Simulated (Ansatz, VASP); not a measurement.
# Sc in VASP and in Ansatz

```
Sc
1.0
     3.19480    0.00000    0.00000
    -1.59740    2.76678    0.00000
     0.00000    0.00000    5.09132
Sc
2
Direct
  0.33333 0.66667 0.25000
  0.66667 0.33333 0.75000
```

Alike in both runs: task single point; functional PBE; k mesh 8 × 8 × 5; no spin polarisation.

```csv
,VASP,Ansatz
version,VASP 6.6.1,Ansatz 0.2.0
potentials or method,"VASP PAW PBE potentials, release 64 (Sc_sv), cutoff 520 eV","plane waves, PAW"
occupations,"methfessel-paxton of order 1, width 0.1 eV",cold
valence electrons in the cell,22,22
```

VASP gave:

- pressure (GPa): 5.9
- traceless stress, the component that is largest in VASP (GPa): -0.92

Problem. Which values does Ansatz return?

Solution. Pressure (GPa): 5.9; traceless stress, the component that is largest in VASP (GPa): -1.02.
